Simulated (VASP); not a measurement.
# Cd (I4_1/amd) in VASP: notebook

Cd is run at these levels: PBE; tasks: density of states.

Program: VASP 6.6.1. These are calculated values, not measurements. Logs are shortened: lines on timing, memory, paths and dates and some standing lists are left out, and cuts for length are marked.

**1. The cell of the first run**

It takes space group I4_1/amd (No. 141, tetragonal). Conventional cell: a = 4.295 Å, b = 4.295 Å, c = 2.243 Å, α = 90.00°, β = 90.00°, γ = 90.00°. Cd (site symmetry -4m2) has 10 Cd at 2.22 to 2.73 Å within 2.9 Å.

**2. Density of states, PBE (volume scaled by 0.4)**

POSCAR

```
Cd
1.0
   -2.1472665741      2.1472665741      1.1216487207
    2.1472665741     -2.1472665741      1.1216487207
    2.1472665741      2.1472665741     -1.1216487207
Cd
2
Direct
   -0.3750000000     -0.1250000000     -0.2500000000
    0.3750000000      0.1250000000      0.2500000000
```

INCAR.step1

```
  PREC = Accurate
  ENCUT = 520
  EDIFF = 1E-7
  ISMEAR = -1
  SIGMA = 0.1
  LREAL = F
  LASPH = T
  NELM = 100
  ALGO = Normal
  ISIF = 2
  LWAVE = F
  LCHARG = T
  GGA = PE
  NBANDS = 19
```

KPOINTS.step1

```
Automatic mesh
0
Gamma
  14 14 14
```

INCAR.step2

```
  PREC = Accurate
  ENCUT = 520
  EDIFF = 1E-7
  ISMEAR = -5
  SIGMA = 0.1
  LREAL = F
  LASPH = T
  NELM = 100
  ALGO = Normal
  ISIF = 2
  LWAVE = F
  LCHARG = F
  GGA = PE
  LORBIT = 11
  NBANDS = 19
  NEDOS = 1001
  ICHARG = 11
```

KPOINTS.step2

```
Automatic mesh
0
Gamma
  21 21 21
```

Potentials or basis: VASP PAW PBE potentials, release 64 (Cd).

Started as:

```bash
$ cat potpaw_PBE.64/Cd/POTCAR > POTCAR
$ cp INCAR.step1 INCAR
$ cp KPOINTS.step1 KPOINTS
$ mpirun -np 1 vasp_std > vasp.out
$ cp INCAR.step2 INCAR
$ cp KPOINTS.step2 KPOINTS
$ mpirun -np 1 vasp_std > vasp.out
```

OUTCAR:

```text
PREC = Accurate
   ENCUT = 520
   EDIFF = 1E-7
   ISMEAR = -5
   LREAL = F
   LASPH = T
   NELM = 100
   ISIF = 2
   GGA = PE
   LORBIT = 11
   ICHARG = 11

 ion  position               nearest neighbor table
   1  0.625  0.875  0.750-   2 2.22   2 2.22   2 2.22   2 2.22   2 2.73   2 2.73   2 2.73   2 2.73
                             2 3.53   2 3.53
   2  0.375  0.125  0.250-   1 2.22   1 2.22   1 2.22   1 2.22   1 2.73   1 2.73   1 2.73   1 2.73
                             1 3.53   1 3.53

  LATTYP: Found a body centered tetragonal cell.
 ALAT       =     4.2945331482
 C/A-ratio  =     0.5223611890

  Lattice vectors:

 A1 = (  -2.1472665741,   2.1472665741,   1.1216487207)
 A2 = (   2.1472665741,  -2.1472665741,   1.1216487207)
 A3 = (   2.1472665741,   2.1472665741,  -1.1216487207)

Analysis of symmetry for initial positions (statically):
=====================================================================
 Subroutine PRICEL returns:
 Original cell was already a primitive cell.

 Routine SETGRP: Setting up the symmetry group for a
 body centered tetragonal supercell.

 Subroutine GETGRP returns: Found 16 space group operations
 (whereof  4 operations were pure point group operations)
 out of a pool of 16 trial point group operations.

The static configuration has the point symmetry C_2h.
 The point group associated with its full space group is D_4h.

Analysis of symmetry for dynamics (positions and initial velocities):
=====================================================================
 Subroutine PRICEL returns:
 Original cell was already a primitive cell.

 Routine SETGRP: Setting up the symmetry group for a
 body centered tetragonal supercell.

 Subroutine GETGRP returns: Found 16 space group operations
 (whereof  4 operations were pure point group operations)
 out of a pool of 16 trial point group operations.

The dynamic configuration has the point symmetry C_2h.
 The point group associated with its full space group is D_4h.

 Subroutine INISYM returns: Found 16 space group operations
 (whereof  4 operations are pure point group operations),
 and found     1 'primitive' translations

----------------------------------------------------------------------------------------

                                     Primitive cell

  volume of cell :      20.6866

  direct lattice vectors                    reciprocal lattice vectors
    -2.147266574  2.147266574  1.121648721     0.000000000  0.232854181  0.445772362
     2.147266574 -2.147266574  1.121648721     0.232854181  0.000000000  0.445772362
     2.147266574  2.147266574 -1.121648721     0.232854181  0.232854181  0.000000000

  length of vectors
     3.237221545  3.237221545  3.237221545     0.502925510  0.502925510  0.329305541

  position of ions in fractional coordinates (direct lattice)
     0.625000000  0.875000000  0.750000000
     0.375000000  0.125000000  0.250000000

  ion indices of the primitive-cell ions
   primitive index   ion index
                 1           1
                 2           2

----------------------------------------------------------------------------------------

 KPOINTS: Automatic mesh

Automatic generation of k-mesh.
 Grid dimensions read from file:
 generate k-points for:   21   21   21

 Generating k-lattice:

  Cartesian coordinates                     Fractional coordinates (reciprocal lattice)
     0.000000000  0.011088294  0.021227255     0.047619048  0.000000000 -0.000000000
     0.011088294  0.000000000  0.021227255     0.000000000  0.047619048 -0.000000000
     0.011088294  0.011088294  0.000000000     0.000000000  0.000000000  0.047619048

  Length of vectors
     0.023948834  0.023948834  0.015681216

  Shift w.r.t. Gamma in fractional coordinates (k-lattice)
     0.000000000  0.000000000  0.000000000

 TETIRR: Found  22611 inequivalent tetrahedra from    55566

 Subroutine IBZKPT returns following result:
 ===========================================

 Found    726 irreducible k-points:

 Following reciprocal coordinates:
            Coordinates               Weight
  0.000000  0.000000  0.000000      1.000000
  0.047619  0.000000  0.000000      8.000000
  0.095238 -0.000000  0.000000      8.000000
  0.142857 -0.000000  0.000000      8.000000
  0.190476 -0.000000  0.000000      8.000000
  0.238095 -0.000000  0.000000      8.000000
[... 16 lines left out ...]
 -0.428571  0.047619 -0.000000     16.000000
 -0.380952  0.047619 -0.000000     16.000000
 [... further k-points ...]
   k-points           NKPTS =    726   k-points in BZ     NKDIM =    726   number of bands    NBANDS=     19
   number of dos      NEDOS =   1001   number of ions     NIONS =      2
   total plane-waves  NPLWV =  13824
   dimension x,y,z NGX =    24 NGY =   24 NGZ =   24
   dimension x,y,z NGXF=    48 NGYF=   48 NGZF=   48
   ions per type =               2
   NGX,Y,Z   is equivalent  to a cutoff of  12.33, 12.33, 12.33 a.u.
   NGXF,Y,Z  is equivalent  to a cutoff of  24.65, 24.65, 24.65 a.u.
 SYSTEM =  unknown system
   PREC   = accura    normal or accurate (medium, high low for compatibility)
   ISTART =      0    job   : 0-new  1-cont  2-samecut
   ICHARG =     11    charge: 1-file 2-atom 10-const
   ISPIN  =      1    spin polarized calculation?
   LNONCOLLINEAR =      F non collinear calculations
   LSORBIT =      F    spin-orbit coupling
   LASPH  =      T    aspherical Exc in radial PAW
   ENCUT  =  520.0 eV  38.22 Ry    6.18 a.u.   6.02  6.02  6.02*2*pi/ulx,y,z
   NELM   =    100;   NELMIN=  2; NELMDL=  0     # of ELM steps
   EDIFF  = 0.1E-06   stopping-criterion for ELM
   LREAL  =      F    real-space projection
   EDIFFG = 0.1E-05   stopping-criterion for IOM
   NSW    =      0    number of steps for IOM
   IBRION =     -1    ionic relax: 0-MD 1-quasi-New 2-CG
   NFREE  =      0    steps in history (QN), initial steepest desc. (CG)
   ISIF   =      2    stress and relaxation
   ISYM   =      2    0-nonsym 1-usesym 2-fastsym
   POTIM  = 0.5000    time-step for ionic-motion
   TEBEG  =    0.0;   TEEND  =   0.0 temperature during run
   PSTRESS=    0.0 pullay stress
   NELECT =      24.0000    total number of electrons
   NUPDOWN=      -1.0000    fix difference up-down
   EMIN   =  10.00;   EMAX   =-10.00  energy-range for DOS
   EFERMI =   0.00;   METHOD = LEGACY
   ISMEAR =    -5;   SIGMA  =   0.10  broadening in eV -4-tet -1-fermi 0-gaus
   EFERMI_NEDOS =   21; number of points for ismear=-14 and -15
   IALGO  =     38    algorithm
   IMIX   =      4    mixing-type and parameters
     AMIX     =   0.40;   BMIX     =  1.00
     AMIX_MAG =   1.60;   BMIX_MAG =  1.00
  volume/ion in A,a.u.               =      10.34        69.80
  Fermi-wavevector in a.u.,A,eV,Ry     =   1.720213  3.250732 40.261462  2.959134
  Thomas-Fermi vector in A             =   2.796695
   LORBIT       =     11    0 simple, 1 ext, 2 COOP (PROOUT), +10 PAW based schemes
   GGA     = PE    functional components
   LHFCALC =     F    Hartree Fock is set to
   AEXX    =    0.0000 exact exchange contribution
   IVDW    =     0    specifies the selected vdW correction
   LEPSILON=     F    determine dielectric tensor
   LRPA    =     F    only Hartree local field effects (RPA)
 non-spin polarized calculation
 Fermi weights with tetrahedron method with Bloechl corrections
  energy-cutoff  :      520.00
  volume of cell :       20.69
 maximum number of plane-waves:       570

 number of electron      23.9999990 magnetization

 Free energy of the ion-electron system (eV)
  ---------------------------------------------------
  ext. energy  EPLUGINS =         0.00000000
  ---------------------------------------------------
  free energy    TOTEN  =        13.04917460 eV

  energy without entropy =       13.04917460  energy(sigma->0) =       13.04917460

 E-fermi :  12.5933     XC(G=0): -15.4962

 val. band max:       12.7884386822   @ k =  -0.0476   0.2381   0.0476
 cond. band min:      12.4411382068   @ k =  -0.4762  -0.4762   0.3333
 fundamental gap:     -0.3473004753
 Fermi energy:        12.5932822479

 k-point     1 :       0.0000    0.0000    0.0000
  band No.  band energies     occupation
      1      -5.4768      2.00000
      2      -5.1442      2.00000
      3      -4.8862      2.00000
      4      -4.1687      2.00000
      5      -3.9261      2.00000
      6       0.2398      2.00000
[... 11 lines left out ...]
     18      34.5500      0.00000
     19      35.0400      0.00000

 k-point     2 :       0.0476    0.0000    0.0000
  band No.  band energies     occupation
      1      -5.4266      2.00000
      2      -5.0297      2.00000
      3      -4.8694      2.00000
      4      -4.0450      2.00000
      5      -3.8547      2.00000
      6      -0.0834      2.00000
[... 11 lines left out ...]
     18      33.0418      0.00000
     19      33.2393      0.00000

 k-point     3 :       0.0952   -0.0000    0.0000
  band No.  band energies     occupation
      1      -5.2793      2.00000
      2      -4.8213      2.00000
      3      -4.6914      2.00000
      4      -3.7062      2.00000
      5      -3.6310      2.00000
      6      -0.5785      2.00000
[... 11 lines left out ...]
     18      30.7166      0.00000
     19      31.3782      0.00000

 k-point     4 :       0.1429   -0.0000    0.0000
  band No.  band energies     occupation
      1      -5.0468      2.00000
      2      -4.7014      2.00000
      3      -4.2496      2.00000
      4      -3.2684      2.00000
      5      -3.1666      2.00000
      6      -1.1624      2.00000
[... 407 lines left out ...]
     18      28.3966      0.00000
     19      29.3345      0.00000

 k-point    23 :      -0.4286    0.0476   -0.0000
  band No.  band energies     occupation
      1      -4.5953      2.00000
      2      -4.4666      2.00000
      3      -3.4785      2.00000
      4      -3.1951      2.00000
      5      -2.0429      2.00000
      6      -1.2714      2.00000
[... 11 lines left out ...]
     18      27.2476      0.00000
     19      29.2242      0.00000

 k-point    24 :      -0.3810    0.0476   -0.0000
  band No.  band energies     occupation
      1      -4.4441      2.00000
      2      -4.2680      2.00000
      3      -3.5512      2.00000
      4      -2.9020      2.00000
      5      -2.3019      2.00000
      6      -1.0614      2.00000
[... 11 lines left out ...]
     18      26.0438      0.00000
     19      28.8445      0.00000

 [... further k-points ...]
[... 5 lines left out ...]
  --------------------------------------------------------------------------------------
  -------------------------------------------------------------------------------------
  Total       49.7639764     49.7639764     49.9047574     -0.0000000      0.0000000      0.0000000
  in kB     3854.2233145   3854.2233145   3865.1268106     -0.0000000      0.0000000      0.0000000
  external PRESSURE =    3857.8578132 kB  Pullay stress =       0.0000000 kB

 VOLUME and BASIS-vectors are now :
 -----------------------------------------------------------------------------
  energy-cutoff  :      520.00
  volume of cell :       20.69
      direct lattice vectors                 reciprocal lattice vectors
    -2.147266574  2.147266574  1.121648721     0.000000000  0.232854181  0.445772362
     2.147266574 -2.147266574  1.121648721     0.232854181  0.000000000  0.445772362
     2.147266574  2.147266574 -1.121648721     0.232854181  0.232854181  0.000000000

 POSITION                                       TOTAL-FORCE (eV/Angst)
 -----------------------------------------------------------------------------------
      2.14727      1.07363      0.84124         0.000000      0.000000      0.000000
     -0.00000      1.07363      0.28041        -0.000000     -0.000000     -0.000000
 -----------------------------------------------------------------------------------
    total drift:                                0.000000      0.000000      0.000000

  FREE ENERGIE OF THE ION-ELECTRON SYSTEM (eV)
  ---------------------------------------------------
  free  energy   TOTEN  =        13.0491746003 eV

  energy  without entropy=       13.0491746003  energy(sigma->0) =       13.04917460

 total charge

# of ion       s       p       d       tot
------------------------------------------
    1        0.812   1.068   9.773  11.652
    2        0.812   1.068   9.773  11.652
--------------------------------------------------
tot          1.623   2.136  19.545  23.304
```

Run time: 70 s. Hardware: 1 thread of Intel Xeon 6975P-C (Granite Rapids), shared host; peak memory 0.4 GiB.

Results:

| Item | Value |
| --- | --- |
| Valence electrons inside the program's atomic spheres | Cd 11.65 |

Caveat: tetrahedron occupations give inexact forces and stress in metals.

**3. Density of states, PBE (volume scaled by 0.4)**

POSCAR is that of step 2.

INCAR.step1

```
SYSTEM = Cd
ALGO     = Normal         ! electronic algorithm
EDIFF    = 1E-6           ! SCF threshold, eV
ENCUT    = 520            ! plane-wave cutoff, eV
GGA      = PE             ! functional
ISIF     = 2              ! what is computed and relaxed
ISMEAR   = -1             ! smearing method
LASPH    = .True.         ! aspherical terms in the spheres
LCHARG   = .True.         ! write CHGCAR
LREAL    = .False.        ! projectors in reciprocal space
LWAVE    = .False.        ! write WAVECAR
NBANDS   = 19             ! bands
NELM     = 80             ! most SCF steps
PREC     = Accurate       ! precision mode
SIGMA    = 0.1            ! smearing width, eV
```

KPOINTS.step1

```
k-points
0
Gamma
  14 14 14
  0 0 0
```

INCAR.step2

```
SYSTEM = Cd
ALGO     = Normal         ! electronic algorithm
EDIFF    = 1E-6           ! SCF threshold, eV
ENCUT    = 520            ! plane-wave cutoff, eV
GGA      = PE             ! functional
ICHARG   = 11             ! starting density
ISIF     = 2              ! what is computed and relaxed
ISMEAR   = -5             ! smearing method
LASPH    = .True.         ! aspherical terms in the spheres
LCHARG   = .False.        ! write CHGCAR
LORBIT   = 10             ! projections on sites
LREAL    = .False.        ! projectors in reciprocal space
LWAVE    = .False.        ! write WAVECAR
NEDOS    = 1001           ! points of the DOS
NELM     = 80             ! most SCF steps
PREC     = Accurate       ! precision mode
SIGMA    = 0.1            ! smearing width, eV
```

KPOINTS.step2

```
k-points
0
Gamma
  21 21 21
  0 0 0
```

Potentials or basis: VASP PAW PBE potentials, release 64 (Cd).

Started as:

```bash
$ cat potpaw_PBE.64/Cd/POTCAR > POTCAR
$ cp INCAR.step1 INCAR
$ cp KPOINTS.step1 KPOINTS
$ mpirun -np 1 vasp_std > vasp.out
$ cp INCAR.step2 INCAR
$ cp KPOINTS.step2 KPOINTS
$ mpirun -np 1 vasp_std > vasp.out
```

OUTCAR:

```text
SYSTEM = Cd
   EDIFF = 1E-6
   ENCUT = 520
   GGA = PE
   ICHARG = 11
   ISIF = 2
   ISMEAR = -5
   LASPH = .True.
   LORBIT = 10
   LREAL = .False.
   NELM = 80
   PREC = Accurate

 ion  position               nearest neighbor table
   1  0.625  0.875  0.750-   2 2.22   2 2.22   2 2.22   2 2.22   2 2.73   2 2.73   2 2.73   2 2.73
                             2 3.53   2 3.53
   2  0.375  0.125  0.250-   1 2.22   1 2.22   1 2.22   1 2.22   1 2.73   1 2.73   1 2.73   1 2.73
                             1 3.53   1 3.53

  LATTYP: Found a body centered tetragonal cell.
 ALAT       =     4.2945331482
 C/A-ratio  =     0.5223611890

  Lattice vectors:

 A1 = (  -2.1472665741,   2.1472665741,   1.1216487207)
 A2 = (   2.1472665741,  -2.1472665741,   1.1216487207)
 A3 = (   2.1472665741,   2.1472665741,  -1.1216487207)

Analysis of symmetry for initial positions (statically):
=====================================================================
 Subroutine PRICEL returns:
 Original cell was already a primitive cell.

 Routine SETGRP: Setting up the symmetry group for a
 body centered tetragonal supercell.

 Subroutine GETGRP returns: Found 16 space group operations
 (whereof  4 operations were pure point group operations)
[... 179 lines left out ...]
      4      -4.1688      2.00000
      5      -3.9262      2.00000
      6       0.2397      2.00000
[... 433 lines left out ...]
      3      -3.5513      2.00000
      4      -2.9021      2.00000
      5      -2.3020      2.00000
      6      -1.0615      2.00000
[... 8 lines left out ...]
     15      23.1925      0.00000
     16      24.1362      0.00000

 [... further k-points ...]

------------------------ aborting loop because EDIFF is reached ----------------------------------------

  FORCE on cell =-STRESS in cart. coord.  units (eV):
  Direction    XX          YY          ZZ          XY          YZ          ZX
  --------------------------------------------------------------------------------------
  -------------------------------------------------------------------------------------
  Total       49.7692752     49.7692752     49.9099441      0.0000000      0.0000000      0.0000000
  in kB     3854.6337088   3854.6337088   3865.5285215      0.0000000      0.0000000      0.0000000
  external PRESSURE =    3858.2653131 kB  Pullay stress =       0.0000000 kB

 VOLUME and BASIS-vectors are now :
 -----------------------------------------------------------------------------
  energy-cutoff  :      520.00
  volume of cell :       20.69
      direct lattice vectors                 reciprocal lattice vectors
    -2.147266574  2.147266574  1.121648721     0.000000000  0.232854181  0.445772362
     2.147266574 -2.147266574  1.121648721     0.232854181  0.000000000  0.445772362
     2.147266574  2.147266574 -1.121648721     0.232854181  0.232854181  0.000000000

 POSITION                                       TOTAL-FORCE (eV/Angst)
 -----------------------------------------------------------------------------------
      2.14727      1.07363      0.84124        -0.000000     -0.000000      0.000000
     -0.00000      1.07363      0.28041         0.000000      0.000000     -0.000000
 -----------------------------------------------------------------------------------
    total drift:                               -0.000000      0.000000     -0.000000

  FREE ENERGIE OF THE ION-ELECTRON SYSTEM (eV)
  ---------------------------------------------------
  free  energy   TOTEN  =        13.0491750136 eV

  energy  without entropy=       13.0491750136  energy(sigma->0) =       13.04917501

 total charge

# of ion       s       p       d       tot
------------------------------------------
    1        0.812   1.068   9.773  11.652
    2        0.812   1.068   9.773  11.652
--------------------------------------------------
tot          1.623   2.136  19.545  23.304
```

OUTCAR.step1:

```text
SYSTEM = Cd
   EDIFF = 1E-6
   ENCUT = 520
   GGA = PE
   ISIF = 2
   ISMEAR = -1
   LASPH = .True.
[... 753 lines left out ...]
      2.14727      1.07363      0.84124        -0.000000      0.000000      0.000000
     -0.00000      1.07363      0.28041         0.000000     -0.000000     -0.000000
 -----------------------------------------------------------------------------------
    total drift:                               -0.000000      0.000000      0.000000

  FREE ENERGIE OF THE ION-ELECTRON SYSTEM (eV)
  ---------------------------------------------------
  free  energy   TOTEN  =        13.0422088204 eV

  energy  without entropy=       13.0573914539  energy(sigma->0) =       13.04980014
```

Wall time 63 s (1 thread of Intel Xeon 6975P-C (Granite Rapids), shared host); peak memory 0.36 GiB.

What came out:

```yaml
Valence_electrons_inside_the_program's_atomic_spheres: Cd 11.65
```

Levels at points of the mesh, in eV from the Fermi level:
```
           k point  band 8  band 9  band 10  band 11  band 12  band 13  band 14  band 15  band 16
(0.00, 0.00, 0.00)  -12.30  -12.30   -10.91    -9.58    -0.45    -0.45     8.35    10.47    15.00
```

Caveat: tetrahedron occupations give inexact forces and stress in metals.
